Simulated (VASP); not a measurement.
# Hf2B3 (Pm-3m) in VASP: notebook

The runs below take Hf2B3 through single point, relaxation of cell and atoms, with PBE.

Everything below comes from runs of VASP 6.6.1. Logs are shortened: lines on timing, memory, paths and dates and some standing lists are left out, and cuts for length are marked.

### 1 The cell of the first run

Symmetry: Pm-3m, No. 221, cubic system. Conventional cell: a = 4.175 Å, b = 4.175 Å, c = 4.175 Å, α = 90.00°, β = 90.00°, γ = 90.00°. Within 2.8 Å of Hf (site symmetry m-3m) lie 6 B at 2.09 Å. Within 3.9 Å of Hf (site symmetry m-3m) lie 12 B at 2.95 Å and 8 Hf at 3.62 Å. B (site symmetry 4/mmm) has 2 Hf at 2.09 Å within 2.8 Å.

### 2 Single point, PBE

File INCAR:

```
SYSTEM = Hf2B3
PREC = Accurate
ENCUT = 520
EDIFF = 1E-7
ISMEAR = 0
SIGMA = 0.1
LREAL = .FALSE.
LASPH = .TRUE.
NELM = 80
ALGO = Normal
ISIF = 2
LWAVE = .FALSE.
LCHARG = .FALSE.
GGA = PE
NBANDS = 22
```

File KPOINTS:

```
regular mesh
0
G
  4 4 4
  0 0 0
```

File POSCAR:

```
Hf2B3
1.0
    4.1745886424      0.0000000000      0.0000000000
    0.0000000000      4.1745886424      0.0000000000
    0.0000000000      0.0000000000      4.1745886424
Hf B
2 3
Direct
    0.0000000000      0.0000000000      0.0000000000
    0.5000000000      0.5000000000      0.5000000000
    0.5000000000      0.0000000000      0.0000000000
    0.0000000000      0.5000000000      0.0000000000
    0.0000000000      0.0000000000      0.5000000000
```

Potentials or basis: VASP PAW PBE potentials, release 64 (Hf_pv, B).

The run is started by

```bash
> cat potpaw_PBE.64/Hf_pv/POTCAR potpaw_PBE.64/B/POTCAR > POTCAR
> mpirun -np 1 vasp_std > vasp.out
```

OUTCAR:

```text
SYSTEM = Hf2B3
   PREC = Accurate
   ENCUT = 520
   EDIFF = 1E-7
   ISMEAR = 0
   LREAL = .FALSE.
   LASPH = .TRUE.
   NELM = 80
   ISIF = 2
   GGA = PE

 ion  position               nearest neighbor table
   1  0.000  0.000  0.000-   3 2.09   4 2.09   5 2.09   5 2.09   4 2.09   3 2.09   2 3.62   2 3.62
                             2 3.62   2 3.62   2 3.62   2 3.62   2 3.62   2 3.62
   2  0.500  0.500  0.500-   3 2.95   4 2.95   5 2.95   3 2.95   4 2.95   3 2.95   5 2.95   3 2.95
                             4 2.95   5 2.95   4 2.95   5 2.95   1 3.62   1 3.62   1 3.62   1 3.62
   3  0.500  0.000  0.000-   1 2.09   1 2.09   2 2.95   2 2.95   2 2.95   2 2.95
   4  0.000  0.500  0.000-   1 2.09   1 2.09   2 2.95   2 2.95   2 2.95   2 2.95
   5  0.000  0.000  0.500-   1 2.09   1 2.09   2 2.95   2 2.95   2 2.95   2 2.95

  LATTYP: Found a simple cubic cell.
 ALAT       =     4.1745886424

  Lattice vectors:

 A1 = (   4.1745886424,   0.0000000000,   0.0000000000)
 A2 = (   0.0000000000,   4.1745886424,   0.0000000000)
 A3 = (   0.0000000000,   0.0000000000,   4.1745886424)

Analysis of symmetry for initial positions (statically):
=====================================================================
 Subroutine PRICEL returns:
 Original cell was already a primitive cell.

 Routine SETGRP: Setting up the symmetry group for a
 simple cubic supercell.

 Subroutine GETGRP returns: Found 48 space group operations
 (whereof 48 operations were pure point group operations)
 out of a pool of 48 trial point group operations.

The static configuration has the point symmetry O_h .

Analysis of symmetry for dynamics (positions and initial velocities):
=====================================================================
 Subroutine PRICEL returns:
 Original cell was already a primitive cell.

 Routine SETGRP: Setting up the symmetry group for a
 simple cubic supercell.

 Subroutine GETGRP returns: Found 48 space group operations
 (whereof 48 operations were pure point group operations)
 out of a pool of 48 trial point group operations.

The dynamic configuration has the point symmetry O_h .

 Subroutine INISYM returns: Found 48 space group operations
 (whereof 48 operations are pure point group operations),
 and found     1 'primitive' translations

----------------------------------------------------------------------------------------

                                     Primitive cell

  volume of cell :      72.7514

  direct lattice vectors                    reciprocal lattice vectors
     4.174588642  0.000000000  0.000000000     0.239544560  0.000000000  0.000000000
     0.000000000  4.174588642  0.000000000     0.000000000  0.239544560  0.000000000
     0.000000000  0.000000000  4.174588642     0.000000000  0.000000000  0.239544560

  length of vectors
     4.174588642  4.174588642  4.174588642     0.239544560  0.239544560  0.239544560

  position of ions in fractional coordinates (direct lattice)
     0.000000000  0.000000000  0.000000000
     0.500000000  0.500000000  0.500000000
     0.500000000  0.000000000  0.000000000
     0.000000000  0.500000000  0.000000000
     0.000000000  0.000000000  0.500000000

  ion indices of the primitive-cell ions
   primitive index   ion index
                 1           1
                 2           2
                 3           3
                 4           4
                 5           5

----------------------------------------------------------------------------------------

 KPOINTS: regular mesh

Automatic generation of k-mesh.
 Grid dimensions read from file:
 generate k-points for:    4    4    4

 Generating k-lattice:

  Cartesian coordinates                     Fractional coordinates (reciprocal lattice)
     0.059886140  0.000000000  0.000000000     0.250000000  0.000000000  0.000000000
     0.000000000  0.059886140  0.000000000     0.000000000  0.250000000  0.000000000
     0.000000000  0.000000000  0.059886140     0.000000000  0.000000000  0.250000000

  Length of vectors
     0.059886140  0.059886140  0.059886140

  Shift w.r.t. Gamma in fractional coordinates (k-lattice)
     0.000000000  0.000000000  0.000000000

 Subroutine IBZKPT returns following result:
 ===========================================

 Found     10 irreducible k-points:

 Following reciprocal coordinates:
            Coordinates               Weight
  0.000000  0.000000  0.000000      1.000000
  0.250000  0.000000  0.000000      6.000000
  0.500000  0.000000  0.000000      3.000000
  0.250000  0.250000  0.000000     12.000000
  0.500000  0.250000  0.000000     12.000000
  0.500000  0.500000  0.000000      3.000000
  0.250000  0.250000  0.250000      8.000000
  0.500000  0.250000  0.250000     12.000000
  0.500000  0.500000  0.250000      6.000000
  0.500000  0.500000  0.500000      1.000000
   k-points           NKPTS =     10   k-points in BZ     NKDIM =     10   number of bands    NBANDS=     22
   number of dos      NEDOS =    301   number of ions     NIONS =      5
   total plane-waves  NPLWV =  32768
   dimension x,y,z NGX =    32 NGY =   32 NGZ =   32
   dimension x,y,z NGXF=    64 NGYF=   64 NGZF=   64
   ions per type =               2   3
   NGX,Y,Z   is equivalent  to a cutoff of  12.74, 12.74, 12.74 a.u.
   NGXF,Y,Z  is equivalent  to a cutoff of  25.49, 25.49, 25.49 a.u.
 SYSTEM =  Hf2B3
   PREC   = accura    normal or accurate (medium, high low for compatibility)
   ISTART =      0    job   : 0-new  1-cont  2-samecut
   ICHARG =      2    charge: 1-file 2-atom 10-const
   ISPIN  =      1    spin polarized calculation?
   LNONCOLLINEAR =      F non collinear calculations
   LSORBIT =      F    spin-orbit coupling
   LASPH  =      T    aspherical Exc in radial PAW
   ENCUT  =  520.0 eV  38.22 Ry    6.18 a.u.   7.76  7.76  7.76*2*pi/ulx,y,z
   NELM   =     80;   NELMIN=  2; NELMDL= -5     # of ELM steps
   EDIFF  = 0.1E-06   stopping-criterion for ELM
   LREAL  =      F    real-space projection
   EDIFFG = 0.1E-05   stopping-criterion for IOM
   NSW    =      0    number of steps for IOM
   IBRION =     -1    ionic relax: 0-MD 1-quasi-New 2-CG
   NFREE  =      0    steps in history (QN), initial steepest desc. (CG)
   ISIF   =      2    stress and relaxation
   ISYM   =      2    0-nonsym 1-usesym 2-fastsym
   POTIM  = 0.5000    time-step for ionic-motion
   TEBEG  =    0.0;   TEEND  =   0.0 temperature during run
   PSTRESS=    0.0 pullay stress
   NELECT =      29.0000    total number of electrons
   NUPDOWN=      -1.0000    fix difference up-down
   EMIN   =  10.00;   EMAX   =-10.00  energy-range for DOS
   EFERMI =   0.00;   METHOD = LEGACY
   ISMEAR =     0;   SIGMA  =   0.10  broadening in eV -4-tet -1-fermi 0-gaus
   EFERMI_NEDOS =   21; number of points for ismear=-14 and -15
   IALGO  =     38    algorithm
   IMIX   =      4    mixing-type and parameters
     AMIX     =   0.40;   BMIX     =  1.00
     AMIX_MAG =   1.60;   BMIX_MAG =  1.00
  volume/ion in A,a.u.               =      14.55        98.19
  Fermi-wavevector in a.u.,A,eV,Ry     =   1.204834  2.276806 19.750550  1.451624
  Thomas-Fermi vector in A             =   2.340548
   LORBIT       =      0    0 simple, 1 ext, 2 COOP (PROOUT), +10 PAW based schemes
   GGA     = PE    functional components
   LHFCALC =     F    Hartree Fock is set to
   AEXX    =    0.0000 exact exchange contribution
   IVDW    =     0    specifies the selected vdW correction
   LEPSILON=     F    determine dielectric tensor
   LRPA    =     F    only Hartree local field effects (RPA)
 non-spin polarized calculation
 Gauss-broadening in eV      SIGMA  =   0.10
  energy-cutoff  :      520.00
  volume of cell :       72.75
 maximum number of plane-waves:      1972
 NGX is ok and might be reduce to    32
   NGX = 15   NGY = 15   NGZ = 15

 number of electron      29.0000001 magnetization

 Free energy of the ion-electron system (eV)
  ---------------------------------------------------
  ext. energy  EPLUGINS =         0.00000000
  ---------------------------------------------------
  free energy    TOTEN  =       -34.73126843 eV

  energy without entropy =      -34.71861756  energy(sigma->0) =      -34.72494300

 E-fermi :   4.4576     XC(G=0): -11.0320

 val. band max:        4.0806148337   @ k =   0.5000   0.5000   0.2500
 cond. band min:       4.4701106228   @ k =   0.5000   0.2500   0.2500
 fundamental gap:      0.3894957891
 Fermi energy:         4.4575782076

 k-point     1 :       0.0000    0.0000    0.0000
  band No.  band energies     occupation
      1     -27.7198      2.00000
      2     -27.7198      2.00000
      3     -27.7198      2.00000
      4     -24.4593      2.00000
      5     -24.4593      2.00000
      6     -24.4593      2.00000
[... 14 lines left out ...]
     21       7.8434      0.00000
     22       8.2681      0.00000

 k-point     2 :       0.2500    0.0000    0.0000
  band No.  band energies     occupation
      1     -27.7291      2.00000
      2     -27.7183      2.00000
      3     -27.7183      2.00000
      4     -24.4664      2.00000
      5     -24.4579      2.00000
      6     -24.4579      2.00000
[... 14 lines left out ...]
     21       7.9833      0.00000
     22       8.2250      0.00000

 k-point     3 :       0.5000    0.0000    0.0000
  band No.  band energies     occupation
      1     -27.7385      2.00000
      2     -27.7169      2.00000
      3     -27.7169      2.00000
      4     -24.4733      2.00000
      5     -24.4564      2.00000
      6     -24.4564      2.00000
[... 14 lines left out ...]
     21       7.9925      0.00000
     22       9.7130      0.00000
[... 126 lines left out ...]
 k-point     9 :       0.5000    0.5000    0.2500
  band No.  band energies     occupation
      1     -27.7365      2.00000
      2     -27.7365      2.00000
      3     -27.7247      2.00000
      4     -24.4629      2.00000
      5     -24.4629      2.00000
      6     -24.4568      2.00000
[... 14 lines left out ...]
     21       7.9009      0.00000
     22       8.8903      0.00000

 k-point    10 :       0.5000    0.5000    0.5000
  band No.  band energies     occupation
      1     -27.7345      2.00000
      2     -27.7345      2.00000
      3     -27.7345      2.00000
      4     -24.4622      2.00000
      5     -24.4622      2.00000
      6     -24.4622      2.00000
[... 14 lines left out ...]
     21       7.7823      0.00000
     22       8.8445      0.00000

------------------------ aborting loop because EDIFF is reached ----------------------------------------

  FORCE on cell =-STRESS in cart. coord.  units (eV):
  Direction    XX          YY          ZZ          XY          YZ          ZX
  --------------------------------------------------------------------------------------
  -------------------------------------------------------------------------------------
  Total        0.6585098      0.6585098      0.6585098      0.0000000      0.0000000      0.0000000
  in kB       14.5021281     14.5021281     14.5021281      0.0000000      0.0000000      0.0000000
  external PRESSURE =      14.5021281 kB  Pullay stress =       0.0000000 kB

 VOLUME and BASIS-vectors are now :
 -----------------------------------------------------------------------------
  energy-cutoff  :      520.00
  volume of cell :       72.75
      direct lattice vectors                 reciprocal lattice vectors
     4.174588642  0.000000000  0.000000000     0.239544560  0.000000000  0.000000000
     0.000000000  4.174588642  0.000000000     0.000000000  0.239544560  0.000000000
     0.000000000  0.000000000  4.174588642     0.000000000  0.000000000  0.239544560

 POSITION                                       TOTAL-FORCE (eV/Angst)
 -----------------------------------------------------------------------------------
      0.00000      0.00000      0.00000         0.000000      0.000000      0.000000
      2.08729      2.08729      2.08729         0.000000      0.000000      0.000000
      2.08729      0.00000      0.00000         0.000000      0.000000      0.000000
      0.00000      2.08729      0.00000         0.000000      0.000000      0.000000
      0.00000      0.00000      2.08729         0.000000      0.000000      0.000000
 -----------------------------------------------------------------------------------
    total drift:                                0.000000      0.000000     -0.000000

  FREE ENERGIE OF THE ION-ELECTRON SYSTEM (eV)
  ---------------------------------------------------
  free  energy   TOTEN  =       -34.7312684339 eV

  energy  without entropy=      -34.7186175619  energy(sigma->0) =      -34.72494300
```

Run time: 34 s. Hardware: 1 thread of AMD EPYC 7R13, shared host; peak memory 0.15 GiB.

What came out:

| Property | Result |
| --- | --- |
| Free energy | -34.7313 eV |
| Pressure | 1.5 GPa |

Caveat: the k points lie up to 0.38 Å⁻¹ apart; spin-orbit coupling is left out, which moves the levels of the heavy elements.

[end of part 1 of 2]
